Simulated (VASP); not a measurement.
# Mn (Im-3m) in VASP: single point with PBEsol

Aim: the single point of Mn with PBEsol.

Everything below comes from runs of VASP 6.6.1. Logs are shortened: lines on timing, memory, paths and dates and some standing lists are left out, and cuts for length are marked.

## 1. The cell of the first run

The structure is cubic, space group Im-3m (No. 229). Conventional cell: a = 2.751 Å, b = 2.751 Å, c = 2.751 Å, α = 90.00°, β = 90.00°, γ = 90.00°. Within 3.1 Å of Mn (site symmetry m-3m) lie 14 Mn at 2.38 to 2.75 Å.

## 2. Single point, PBEsol

The input, INCAR:

```
ALGO     = Normal         # electronic algorithm
EDIFF    = 1E-6           # SCF threshold, eV
ENCUT    = 500            # plane-wave cutoff, eV
GGA      = PS             # functional
GGA_COMPAT= F            
ISIF     = 2              # what is computed and relaxed
ISMEAR   = -1             # smearing method
LASPH    = T              # aspherical terms in the spheres
LCHARG   = F              # write CHGCAR
LREAL    = F              # projectors in reciprocal space
LWAVE    = F              # write WAVECAR
NBANDS   = 12             # bands
NELM     = 120            # most SCF steps
PREC     = Accurate       # precision mode
SIGMA    = 0.13605693000000002 # smearing width, eV
```

The input, KPOINTS:

```
k-points
0
Gamma
  17 17 17
```

The input, POSCAR:

```
Mn
1.0
   -1.3754213585      1.3754213585      1.3754213585
    1.3754213585     -1.3754213585      1.3754213585
    1.3754213585      1.3754213585     -1.3754213585
Mn
1
Direct
    0.0000000000      0.0000000000      0.0000000000
```

Potentials or basis: VASP PAW PBE potentials, release 64 (Mn_pv).

Command:

```
cat potpaw_PBE.64/Mn_pv/POTCAR > POTCAR
mpirun -np 1 vasp_std > vasp.out
```

OUTCAR:

```text
EDIFF = 1E-6
   ENCUT = 500
   GGA = PS
   ISIF = 2
   ISMEAR = -1
   LASPH = T
   LREAL = F
   NELM = 120
   PREC = Accurate

 ion  position               nearest neighbor table
   1  0.000  0.000  0.000-

  LATTYP: Found a body centered cubic cell.
 ALAT       =     2.7508427170

  Lattice vectors:

 A1 = (  -1.3754213585,   1.3754213585,   1.3754213585)
 A2 = (   1.3754213585,  -1.3754213585,   1.3754213585)
 A3 = (   1.3754213585,   1.3754213585,  -1.3754213585)

Analysis of symmetry for initial positions (statically):
=====================================================================
 Subroutine PRICEL returns:
 Original cell was already a primitive cell.

 Routine SETGRP: Setting up the symmetry group for a
 body centered cubic supercell.

 Subroutine GETGRP returns: Found 48 space group operations
 (whereof 48 operations were pure point group operations)
 out of a pool of 48 trial point group operations.

The static configuration has the point symmetry O_h .

Analysis of symmetry for dynamics (positions and initial velocities):
=====================================================================
 Subroutine PRICEL returns:
 Original cell was already a primitive cell.

 Routine SETGRP: Setting up the symmetry group for a
 body centered cubic supercell.

 Subroutine GETGRP returns: Found 48 space group operations
 (whereof 48 operations were pure point group operations)
 out of a pool of 48 trial point group operations.

The dynamic configuration has the point symmetry O_h .

 Subroutine INISYM returns: Found 48 space group operations
 (whereof 48 operations are pure point group operations),
 and found     1 'primitive' translations

----------------------------------------------------------------------------------------

                                     Primitive cell

  volume of cell :      10.4080

  direct lattice vectors                    reciprocal lattice vectors
    -1.375421358  1.375421358  1.375421358     0.000000000  0.363524964  0.363524964
     1.375421358 -1.375421358  1.375421358     0.363524964  0.000000000  0.363524964
     1.375421358  1.375421358 -1.375421358     0.363524964  0.363524964  0.000000000

  length of vectors
     2.382299675  2.382299675  2.382299675     0.514101935  0.514101935  0.514101935

  position of ions in fractional coordinates (direct lattice)
     0.000000000  0.000000000  0.000000000

  ion indices of the primitive-cell ions
   primitive index   ion index
                 1           1

----------------------------------------------------------------------------------------

 KPOINTS: k-points

Automatic generation of k-mesh.
 Grid dimensions read from file:
 generate k-points for:   17   17   17

 Generating k-lattice:

  Cartesian coordinates                     Fractional coordinates (reciprocal lattice)
     0.000000000  0.021383821  0.021383821     0.058823529  0.000000000  0.000000000
     0.021383821  0.000000000  0.021383821     0.000000000  0.058823529  0.000000000
     0.021383821  0.021383821  0.000000000     0.000000000  0.000000000  0.058823529

  Length of vectors
     0.030241290  0.030241290  0.030241290

  Shift w.r.t. Gamma in fractional coordinates (k-lattice)
     0.000000000  0.000000000  0.000000000

 Subroutine IBZKPT returns following result:
 ===========================================

 Found    165 irreducible k-points:

 Following reciprocal coordinates:
            Coordinates               Weight
  0.000000  0.000000  0.000000      1.000000
  0.058824  0.000000  0.000000     12.000000
  0.117647  0.000000  0.000000     12.000000
  0.176471  0.000000  0.000000     12.000000
  0.235294  0.000000  0.000000     12.000000
  0.294118  0.000000  0.000000     12.000000
[... 16 lines left out ...]
  0.411765  0.117647  0.000000     48.000000
  0.176471  0.176471  0.000000     24.000000
 [... further k-points ...]
   k-points           NKPTS =    165   k-points in BZ     NKDIM =    165   number of bands    NBANDS=     12
   number of dos      NEDOS =    301   number of ions     NIONS =      1
   total plane-waves  NPLWV =   5832
   dimension x,y,z NGX =    18 NGY =   18 NGZ =   18
   dimension x,y,z NGXF=    36 NGYF=   36 NGZF=   36
   ions per type =               1
   NGX,Y,Z   is equivalent  to a cutoff of  12.56, 12.56, 12.56 a.u.
   NGXF,Y,Z  is equivalent  to a cutoff of  25.12, 25.12, 25.12 a.u.
 SYSTEM =  unknown system
   PREC   = accura    normal or accurate (medium, high low for compatibility)
   ISTART =      0    job   : 0-new  1-cont  2-samecut
   ICHARG =      2    charge: 1-file 2-atom 10-const
   ISPIN  =      1    spin polarized calculation?
   LNONCOLLINEAR =      F non collinear calculations
   LSORBIT =      F    spin-orbit coupling
   LASPH  =      T    aspherical Exc in radial PAW
   ENCUT  =  500.0 eV  36.75 Ry    6.06 a.u.   4.34  4.34  4.34*2*pi/ulx,y,z
   NELM   =    120;   NELMIN=  2; NELMDL= -5     # of ELM steps
   EDIFF  = 0.1E-05   stopping-criterion for ELM
   LREAL  =      F    real-space projection
   EDIFFG = 0.1E-04   stopping-criterion for IOM
   NSW    =      0    number of steps for IOM
   IBRION =     -1    ionic relax: 0-MD 1-quasi-New 2-CG
   NFREE  =      0    steps in history (QN), initial steepest desc. (CG)
   ISIF   =      2    stress and relaxation
   ISYM   =      2    0-nonsym 1-usesym 2-fastsym
   POTIM  = 0.5000    time-step for ionic-motion
   TEBEG  =    0.0;   TEEND  =   0.0 temperature during run
   PSTRESS=    0.0 pullay stress
   NELECT =      13.0000    total number of electrons
   NUPDOWN=      -1.0000    fix difference up-down
   EMIN   =  10.00;   EMAX   =-10.00  energy-range for DOS
   EFERMI =   0.00;   METHOD = LEGACY
   ISMEAR =    -1;   SIGMA  =   0.14  broadening in eV -4-tet -1-fermi 0-gaus
   EFERMI_NEDOS =   21; number of points for ismear=-14 and -15
   IALGO  =     38    algorithm
   IMIX   =      4    mixing-type and parameters
     AMIX     =   0.40;   BMIX     =  1.00
     AMIX_MAG =   1.60;   BMIX_MAG =  1.00
  volume/ion in A,a.u.               =      10.41        70.24
  Fermi-wavevector in a.u.,A,eV,Ry     =   1.763059  3.331698 42.292039  3.108377
  Thomas-Fermi vector in A             =   2.831309
   LORBIT       =      0    0 simple, 1 ext, 2 COOP (PROOUT), +10 PAW based schemes
   GGA     = PS    functional components
   LHFCALC =     F    Hartree Fock is set to
   AEXX    =    0.0000 exact exchange contribution
   IVDW    =     0    specifies the selected vdW correction
   LEPSILON=     F    determine dielectric tensor
   LRPA    =     F    only Hartree local field effects (RPA)
 non-spin polarized calculation
  energy-cutoff  :      500.00
  volume of cell :       10.41
 maximum number of plane-waves:       273
 NGX is ok and might be reduce to    18
   NGX =  9   NGY =  9   NGZ =  9

 number of electron      12.9999978 magnetization

 Free energy of the ion-electron system (eV)
  ---------------------------------------------------
  ext. energy  EPLUGINS =         0.00000000
  ---------------------------------------------------
  free energy    TOTEN  =        -9.65116827 eV

  energy without entropy =       -9.52897926  energy(sigma->0) =       -9.59007376

 E-fermi :  11.1437     XC(G=0): -14.3880

 val. band max:       11.1388952803   @ k =   0.2353   0.0588  -0.0000
 cond. band min:      11.1585336853   @ k =  -0.3529   0.4706   0.0588
 fundamental gap:      0.0196384050
 Fermi energy:        11.1436854278

 k-point     1 :       0.0000    0.0000    0.0000
  band No.  band energies     occupation
      1     -36.6785      2.00000
      2     -36.6785      2.00000
      3     -36.6785      2.00000
      4       2.3205      2.00000
      5       9.4988      1.99999
      6       9.4988      1.99999
      7       9.4988      1.99999
      8      11.4943      0.14127
      9      11.4943      0.14126
     10      35.1364      0.00000
     11      35.1364      0.00000
     12      35.1364      0.00000

 k-point     2 :       0.0588    0.0000    0.0000
  band No.  band energies     occupation
      1     -36.7085      2.00000
      2     -36.6878      2.00000
      3     -36.6786      2.00000
      4       2.4803      2.00000
      5       9.4411      1.99999
      6       9.4905      1.99999
      7       9.6020      1.99998
      8      11.4311      0.21577
      9      11.4986      0.13722
     10      34.6593      0.00000
     11      35.0662      0.00000
     12      35.2203      0.00000

 k-point     3 :       0.1176    0.0000    0.0000
  band No.  band energies     occupation
      1     -36.7944      2.00000
      2     -36.7146      2.00000
      3     -36.6792      2.00000
      4       2.9453      2.00000
      5       9.2786      2.00000
      6       9.4479      1.99999
      7       9.9039      1.99978
      8      11.2875      0.51588
      9      11.5130      0.12425
     10      33.3567      0.00000
     11      34.7173      0.00000
     12      35.4497      0.00000
[... 286 lines left out ...]
 k-point    23 :       0.4118    0.1176    0.0000
  band No.  band energies     occupation
      1     -37.4906      2.00000
      2     -36.9842      2.00000
      3     -36.7234      2.00000
      4       6.3272      2.00000
      5       8.0367      2.00000
      6      10.2413      1.99737
      7      11.4462      0.19536
      8      12.1863      0.00094
      9      14.5816      0.00000
     10      20.9910      0.00000
     11      28.0417      0.00000
     12      32.0143      0.00000

 k-point    24 :       0.1765    0.1765    0.0000
  band No.  band energies     occupation
      1     -37.2238      2.00000
      2     -36.8565      2.00000
      3     -36.7338      2.00000
      4       5.7421      2.00000
      5       8.5388      2.00000
      6       8.7295      2.00000
      7      11.0221      1.41914
      8      11.7901      0.01713
      9      12.2741      0.00049
     10      27.9044      0.00000
     11      28.9580      0.00000
     12      34.8580      0.00000

 [... further k-points ...]

------------------------ aborting loop because EDIFF is reached ----------------------------------------

  FORCE on cell =-STRESS in cart. coord.  units (eV):
  Direction    XX          YY          ZZ          XY          YZ          ZX
  --------------------------------------------------------------------------------------
  -------------------------------------------------------------------------------------
  Total        0.0284654      0.0284654      0.0284654      0.0000000      0.0000000      0.0000000
  in kB        4.3818738      4.3818738      4.3818738      0.0000000      0.0000000      0.0000000
  external PRESSURE =       4.3818738 kB  Pullay stress =       0.0000000 kB

 VOLUME and BASIS-vectors are now :
 -----------------------------------------------------------------------------
  energy-cutoff  :      500.00
  volume of cell :       10.41
      direct lattice vectors                 reciprocal lattice vectors
    -1.375421358  1.375421358  1.375421358     0.000000000  0.363524964  0.363524964
     1.375421358 -1.375421358  1.375421358     0.363524964  0.000000000  0.363524964
     1.375421358  1.375421358 -1.375421358     0.363524964  0.363524964  0.000000000

 POSITION                                       TOTAL-FORCE (eV/Angst)
 -----------------------------------------------------------------------------------
      0.00000      0.00000      0.00000         0.000000      0.000000      0.000000
 -----------------------------------------------------------------------------------
    total drift:                                0.000000      0.000000      0.000000

  FREE ENERGIE OF THE ION-ELECTRON SYSTEM (eV)
  ---------------------------------------------------
  free  energy   TOTEN  =        -9.6511682708 eV

  energy  without entropy=       -9.5289792555  energy(sigma->0) =       -9.59007376
```

Wall time 9.7 s (1 thread of Intel Xeon 6975P-C, shared host); peak memory 0.13 GiB.

Results:

```yaml
Free_energy: -9.6512 eV
Pressure: 0.4 GPa
```

Caveat: the PAW data sets were made with another functional, which shifts forces and pressure a little; the run has no spin polarisation, though such a crystal can be magnetic. Spin polarisation is off, so any magnetic state and its effect on volume and gap are missing.
